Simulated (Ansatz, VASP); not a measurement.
## One calculation of Rh, two programs

```
Rh
1.0
     0.00000    1.89000    1.89000
     2.07900    0.00000    1.89000
     2.07900    1.89000    0.00000
Rh
1
Direct
  0.00000 0.00000 0.00000
```

Change from the starting cell: strain +0.1000 x Voigt [1, 0, 0, 0, 0, 0], atoms carried along.

Alike in both runs: task single point; functional PBEsol; k mesh 28 × 28 × 28; occupations gaussian, width 0.15 eV; no spin polarisation.

```csv
,VASP,Ansatz
version,VASP 6.6.1,Ansatz 0.2.0
potentials or method,"VASP PAW PBE potentials, release 64 (Rh_pv), cutoff 520 eV","scalar-relativistic, plane waves, PAW"
valence electrons in the cell,15,17
```

VASP gave:

* gap on the k mesh at the Fermi level (eV): none
* pressure (GPa): -20.7
* traceless stress, the component that is largest in VASP (GPa): -12.64

Task: What did Ansatz give for the same quantities?

Result: gap on the k mesh at the Fermi level (eV): none; pressure (GPa): -20.6; traceless stress, the component that is largest in VASP (GPa): -12.68.

VASP's potentials were made for PBE, not for PBEsol. A gap of «none» marks a metal or a gap that the smearing closes. The functional is the same, so the differences come from potentials, cutoffs and numerics. VASP's potentials hold 15 valence electrons a cell and Ansatz's 17, so a difference there can come from the potentials and not from the codes.
